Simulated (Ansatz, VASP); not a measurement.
# BAs: VASP beside Ansatz

The input INCAR:

```
SYSTEM = BAs
PREC     = Accurate       ! precision mode
ENCUT    = 520            ! plane-wave cutoff, eV
EDIFF    = 1E-6           ! SCF threshold, eV
ISMEAR   = -1             ! smearing method
SIGMA    = 0.05           ! smearing width, eV
LREAL    = .False.        ! projectors in reciprocal space
LASPH    = .True.         ! aspherical terms in the spheres
NELM     = 80             ! most SCF steps
ALGO     = Normal         ! electronic algorithm
ISIF     = 2              ! what is computed and relaxed
LWAVE    = .False.        ! write WAVECAR
LCHARG   = .False.        ! write CHGCAR
GGA      = PE             ! functional
NBANDS   = 11             ! bands
```

The input KPOINTS:

```
Automatic mesh
0
Gamma
  13 13 13
  0 0 0
```

Contents of POSCAR:

```
BAs
1.0
    0.0000000000      2.4199312360      2.4199312360
    2.4199312360      0.0000000000      2.4199312360
    2.4199312360      2.4199312360      0.0000000000
B As
1 1
Direct
    0.0000000000      0.0000000000      0.0000000000
    0.7500000000      0.7500000000      0.7500000000
```

Input for Ansatz:

```yaml
crystal:
  lattice:
    - [0.0, 2.419931236, 2.419931236]
    - [2.419931236, 0.0, 2.419931236]
    - [2.419931236, 2.419931236, 0.0]
  atoms:
    - { symbol: B, position: [0.0, 0.0, 0.0] }
    - { symbol: As, position: [0.75, 0.75, 0.75] }
kpoints:
  mp_grid: { grid: [13, 13, 13] }
scf:
  occupations: { method: fermi_dirac, width: 0.05 }
hamiltonian:
  xc: pbe
  pseudopotentials: { kind: all_electron, lapw: { basis_error: 0.0005 } }
output:
  forces: true
  stress: true
  eigenvalues: true
```

Change from the starting cell: volume scaled by 1.04.

Alike in both runs: task single point; functional PBE; k mesh 13 × 13 × 13; occupations fermi-dirac, width 0.05 eV; no spin polarisation.

|  | VASP | Ansatz |
| --- | --- | --- |
| version | VASP 6.6.1 | Ansatz 0.2.0 |
| potentials or method | VASP PAW PBE potentials, release 64 (B, As), cutoff 520 eV | all-electron LAPW, scalar-relativistic |

VASP gave:

```
pressure (GPa) : -1.9
```

Task: Estimate Ansatz's values.

Result: Pressure (GPa): -2.4.

Ansatz ran all-electron here, and VASP with PAW potentials.
